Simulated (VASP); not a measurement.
# BaTiO3 (Amm2) in VASP: notebook

Runs on BaTiO3. Level: LDA+U. Tasks: single point.

All numbers are computed with VASP 6.6.1; they aren't measurements. Logs are shortened: lines on timing, memory, paths and dates and some standing lists are left out, and cuts for length are marked.

### 1 The cell of the first run

The structure is orthorhombic, space group Amm2 (No. 38). The conventional cell has a = 3.848 Å, b = 5.478 Å, c = 5.494 Å, α = 90.00°, β = 90.00°, γ = 90.00°. Within 3.5 Å of Ba (site symmetry mm2) lie 12 O at 2.68 to 2.82 Å and 8 Ti at 3.30 to 3.41 Å. Ti (site symmetry mm2) has 6 O at 1.86 to 2.02 Å within 2.5 Å. O (site symmetry mm2) has 2 Ti at 1.93 Å and 4 Ba at 2.68 to 2.82 Å and 8 O at 2.72 to 2.75 Å within 2.9 Å. Within 2.5 Å of O (site symmetry m) lie 2 Ti at 1.86 to 2.02 Å.

### 2 Single point, LDA+U

File INCAR:

```
SYSTEM = BaTiO3
PREC = Accurate
ENCUT = 910
EDIFF = 1E-6
ISMEAR = 0
SIGMA = 0.01
LREAL = .False.
LASPH = .True.
NELM = 200
ALGO = Normal
ISIF = 2
LWAVE = .False.
LCHARG = .False.
LMAXMIX = 4
LDAU = .True.
LDAUTYPE = 2
LDAUL = -1 2 -1
LDAUU = 0 2 0
LDAUJ = 0 0 0
LDAUPRINT = 1
NBANDS = 28
GGA_COMPAT = .False.
```

File KPOINTS:

```
Automatic mesh
0
Gamma
  5 5 5
  0 0 0
```

File POSCAR:

```
BaTiO3
1.0
    3.8479579423      0.0000000000      0.0000000000
    0.0000000000      2.7389968352      2.7469621226
    0.0000000000     -2.7389968352      2.7469621226
Ba Ti O
1 1 3
Direct
    0.0000000000      0.0000000000      0.0000000000
    0.5000000000      0.5124000000      0.5124000000
    0.0000000000      0.4874000000      0.4874000000
    0.5000000000      0.5052400000      0.9918400000
    0.5000000000      0.9918400000      0.5052400000
```

Potentials or basis: VASP PAW LDA potentials, release 64 (Ba_sv, Ti_sv, O_h).

On the command line:

```console
$ cat potpaw_LDA.64/Ba_sv/POTCAR potpaw_LDA.64/Ti_sv/POTCAR potpaw_LDA.64/O_h/POTCAR > POTCAR
$ mpirun -np 1 vasp_std > vasp.out
```

OUTCAR:

```text
SYSTEM = BaTiO3
   PREC = Accurate
   ENCUT = 910
   EDIFF = 1E-6
   ISMEAR = 0
   LREAL = .False.
   LASPH = .True.
   NELM = 200
   ISIF = 2

 ion  position               nearest neighbor table
   1  0.000  0.000  0.000-   3 2.68   4 2.72   5 2.72   4 2.72   5 2.72   3 2.74   3 2.74   4 2.75
                             5 2.75   5 2.75   4 2.75   3 2.82   2 3.30   2 3.30   2 3.35   2 3.35
   2  0.500  0.512  0.512-   4 1.86   5 1.86   3 1.93   3 1.93   5 2.02   4 2.02   1 3.30   1 3.30
                             1 3.35   1 3.35   1 3.35   1 3.35   1 3.41   1 3.41
   3  0.000  0.487  0.487-   2 1.93   2 1.93   1 2.68   1 2.74   1 2.74   1 2.82
   4  0.500  0.505  0.992-   2 1.86   2 2.02   1 2.72   1 2.72   1 2.75   1 2.75
   5  0.500  0.992  0.505-   2 1.86   2 2.02   1 2.72   1 2.72   1 2.75   1 2.75

  LATTYP: Found a base centered orthorhombic cell.
 ALAT       =     5.4779936704
 B/A-ratio  =     1.0029081039
 C/A-ratio  =     0.7024392823

  Lattice vectors:

 A1 = (   0.0000000000,   2.7389968352,  -2.7469621226)
 A2 = (   0.0000000000,   2.7389968352,   2.7469621226)
 A3 = (   3.8479579423,   0.0000000000,   0.0000000000)

Analysis of symmetry for initial positions (statically):
=====================================================================
 Subroutine PRICEL returns:
 Original cell was already a primitive cell.

 Routine SETGRP: Setting up the symmetry group for a
 base centered orthorhombic supercell.

 Subroutine GETGRP returns: Found  4 space group operations
 (whereof  4 operations were pure point group operations)
 out of a pool of  8 trial point group operations.

The static configuration has the point symmetry C_2v.

Analysis of symmetry for dynamics (positions and initial velocities):
=====================================================================
 Subroutine PRICEL returns:
 Original cell was already a primitive cell.

 Routine SETGRP: Setting up the symmetry group for a
 base centered orthorhombic supercell.

 Subroutine GETGRP returns: Found  4 space group operations
 (whereof  4 operations were pure point group operations)
 out of a pool of  8 trial point group operations.

The dynamic configuration has the point symmetry C_2v.

[... 150 lines left out ...]

spin component  1

  0.1254  0.0000  0.0000  0.0000  0.0000
  0.0000  0.2706  0.0000  0.0000  0.0000
  0.0000  0.0000  0.1596  0.0000 -0.0604
  0.0000  0.0000  0.0000  0.1279  0.0000
  0.0000  0.0000 -0.0604  0.0000  0.2340

spin component  2

  0.1254  0.0000  0.0000  0.0000  0.0000
  0.0000  0.2706  0.0000  0.0000  0.0000
  0.0000  0.0000  0.1596  0.0000 -0.0604
  0.0000  0.0000  0.0000  0.1279  0.0000
  0.0000  0.0000 -0.0604  0.0000  0.2340

 occupancies and eigenvectors

  o =  0.1254  v =  1.0000  0.0000  0.0000  0.0000  0.0000  0.0000  0.0000  0.0000  0.0000  0.0000      0.0000  0.0000  0.0000  0.0000  0.0000  0.0000  0.0000  0.0000  0.0000  0.0000
  o =  0.1254  v =  0.0000  0.0000  0.0000  0.0000  0.0000  1.0000  0.0000  0.0000  0.0000  0.0000      0.0000  0.0000  0.0000  0.0000  0.0000  0.0000  0.0000  0.0000  0.0000  0.0000
  o =  0.1259  v =  0.0000  0.0000 -0.8730  0.0000 -0.4877  0.0000  0.0000  0.0000  0.0000  0.0000      0.0000  0.0000  0.0000  0.0000  0.0000  0.0000  0.0000  0.0000  0.0000  0.0000
  o =  0.1259  v =  0.0000  0.0000  0.0000  0.0000  0.0000  0.0000  0.0000 -0.8730  0.0000 -0.4877      0.0000  0.0000  0.0000  0.0000  0.0000  0.0000  0.0000  0.0000  0.0000  0.0000
  o =  0.1279  v =  0.0000  0.0000  0.0000  1.0000  0.0000  0.0000  0.0000  0.0000  0.0000  0.0000      0.0000  0.0000  0.0000  0.0000  0.0000  0.0000  0.0000  0.0000  0.0000  0.0000
  o =  0.1279  v =  0.0000  0.0000  0.0000  0.0000  0.0000  0.0000  0.0000  0.0000  1.0000  0.0000      0.0000  0.0000  0.0000  0.0000  0.0000  0.0000  0.0000  0.0000  0.0000  0.0000
  o =  0.2677  v =  0.0000  0.0000  0.0000  0.0000  0.0000  0.0000  0.0000 -0.4877  0.0000  0.8730      0.0000  0.0000  0.0000  0.0000  0.0000  0.0000  0.0000  0.0000  0.0000  0.0000
  o =  0.2677  v =  0.0000  0.0000 -0.4877  0.0000  0.8730  0.0000  0.0000  0.0000  0.0000  0.0000      0.0000  0.0000  0.0000  0.0000  0.0000  0.0000  0.0000  0.0000  0.0000  0.0000
  o =  0.2706  v =  0.0000  0.0000  0.0000  0.0000  0.0000  0.0000  1.0000  0.0000  0.0000  0.0000      0.0000  0.0000  0.0000  0.0000  0.0000  0.0000  0.0000  0.0000  0.0000  0.0000
  o =  0.2706  v =  0.0000  1.0000  0.0000  0.0000  0.0000  0.0000  0.0000  0.0000  0.0000  0.0000      0.0000  0.0000  0.0000  0.0000  0.0000  0.0000  0.0000  0.0000  0.0000  0.0000

 number of electron      40.0000002 magnetization

 Free energy of the ion-electron system (eV)
  ---------------------------------------------------
  ext. energy  EPLUGINS =         0.00000000
  ---------------------------------------------------
  free energy    TOTEN  =       -42.51577896 eV

  energy without entropy =      -42.51577896  energy(sigma->0) =      -42.51577896

 E-fermi :   4.8253     XC(G=0): -12.2696

 val. band max:        4.7282271572   @ k =   0.0000   0.0000   0.0000
 cond. band min:       7.0169042406   @ k =   0.0000   0.0000   0.0000
 fundamental gap:      2.2886770833
 Fermi energy:         4.8252903783

 k-point     1 :       0.0000    0.0000    0.0000
  band No.  band energies     occupation
      1     -51.0374      2.00000
      2     -27.7195      2.00000
      3     -27.7146      2.00000
      4     -27.6975      2.00000
      5     -19.6644      2.00000
      6     -11.9820      2.00000
[... 733 lines left out ...]
     27      13.4676      0.00000
     28      13.4892      0.00000

 [... further k-points ...]
[... 5 lines left out ...]
  --------------------------------------------------------------------------------------
  -------------------------------------------------------------------------------------
  Total        6.2819976      6.2693266      5.9977998      0.0000000      0.0000000      0.0000000
  in kB      173.8216372    173.4710327    165.9579381      0.0000000      0.0000000      0.0000000
  external PRESSURE =     171.0835360 kB  Pullay stress =       0.0000000 kB

 VOLUME and BASIS-vectors are now :
 -----------------------------------------------------------------------------
  energy-cutoff  :      910.00
  volume of cell :       57.90
      direct lattice vectors                 reciprocal lattice vectors
     3.847957942  0.000000000  0.000000000     0.259878100  0.000000000  0.000000000
     0.000000000  2.738996835  2.746962123     0.000000000  0.182548586  0.182019255
     0.000000000 -2.738996835  2.746962123     0.000000000 -0.182548586  0.182019255

 POSITION                                       TOTAL-FORCE (eV/Angst)
 -----------------------------------------------------------------------------------
      0.00000      0.00000      0.00000         0.000000      0.000000      0.187269
      1.92398      0.00000      2.81509         0.000000      0.000000     -0.702883
      0.00000      0.00000      2.67774         0.000000      0.000000      0.172955
      1.92398     -1.33280      4.11242         0.000000     -0.531350      0.171330
      1.92398      1.33280      4.11242         0.000000      0.531350      0.171330
 -----------------------------------------------------------------------------------
    total drift:                                0.000000      0.000000     -0.000461

  FREE ENERGIE OF THE ION-ELECTRON SYSTEM (eV)
  ---------------------------------------------------
  free  energy   TOTEN  =       -42.5157789612 eV

  energy  without entropy=      -42.5157789612  energy(sigma->0) =      -42.51577896
```

OSZICAR:

```text
N       E                     dE             d eps       ncg     rms          rms(c)
DAV:   1     0.599892403971E+03    0.59989E+03   -0.29103E+04  1512   0.238E+03
DAV:   2     0.528833107365E+02   -0.54701E+03   -0.52108E+03  1604   0.558E+02
DAV:   3    -0.472090491527E+02   -0.10009E+03   -0.95400E+02  2240   0.194E+02
DAV:   4    -0.529644441919E+02   -0.57554E+01   -0.57342E+01  2028   0.460E+01
DAV:   5    -0.531726163662E+02   -0.20817E+00   -0.20801E+00  2276   0.801E+00    0.263E+01
DAV:   6    -0.424636219483E+02    0.10709E+02   -0.51964E+01  2272   0.710E+01    0.103E+01
DAV:   7    -0.426041935077E+02   -0.14057E+00   -0.75286E+00  2100   0.185E+01    0.748E+00
DAV:   8    -0.425382603000E+02    0.65933E-01   -0.12198E+00  1848   0.105E+01    0.196E+00
DAV:   9    -0.425296561232E+02    0.86042E-02   -0.22122E-01  2032   0.400E+00    0.107E+00
DAV:  10    -0.425257005809E+02    0.39555E-02   -0.15110E-01  2036   0.259E+00    0.878E-01
DAV:  11    -0.425162240020E+02    0.94766E-02   -0.58529E-02  2436   0.172E+00    0.227E-01
DAV:  12    -0.425157353585E+02    0.48864E-03   -0.42232E-03  1836   0.597E-01    0.581E-02
DAV:  13    -0.425157909894E+02   -0.55631E-04   -0.61830E-04  1940   0.156E-01    0.365E-02
DAV:  14    -0.425157797148E+02    0.11275E-04   -0.65720E-05  2284   0.723E-02    0.109E-02
DAV:  15    -0.425157789612E+02    0.75361E-06   -0.64736E-06  2100   0.211E-02
   1 F= -.42515779E+02 E0= -.42515779E+02  d E =-.547601E-45
```

stdout:

```text
POSCAR found type information on POSCAR BaTiO
 POSCAR found :  3 types and       5 ions
 scaLAPACK will be used
 LDA part: xc-table for (Slater(with rela. corr.)+CA(PZ))
 , standard interpolation
 POSCAR, INCAR and KPOINTS ok, starting setup
 FFT: planning ... GRIDC
 FFT: planning ... GRID_SOFT
 FFT: planning ... GRID
 WAVECAR not read
 entering main loop
```

It took 75 s on 1 thread of AMD EPYC 7R13 (Zen 3), shared host; peak memory 0.24 GiB.

Results:

```yaml
Free_energy: -42.5158 eV
Pressure: 17.1 GPa
Largest_force: 0.703 eV/Å
Band_gap_on_the_k_mesh: 2.29 eV
```

Forces in eV/Å, atoms in the order of the input:
```
Ba   0.000  0.000  0.187
Ti   0.000  0.000 -0.703
O    0.000  0.000  0.173
O    0.000 -0.531  0.171
O    0.000  0.531  0.171
```

Eigenvalues of the final occupation matrices:
| site | spin | trace | eigenvalues |
| --- | --- | --- | --- |
| site 2 d | 1 | 0.92 | 0.13 0.13 0.13 0.27 0.27 |
| site 2 d | 2 | 0.92 | 0.13 0.13 0.13 0.27 0.27 |

Caveat: the cutoff is under 1.25 times the usual one of these potentials, so pressure, stress and relaxed cells hold a basis-set (Pulay) error; the cell stands under pressure; spin-orbit coupling is left out, which moves the levels of the heavy elements; an odd mesh through Γ misses points on the zone boundary, where band edges can lie.

[end of part 1 of 2]
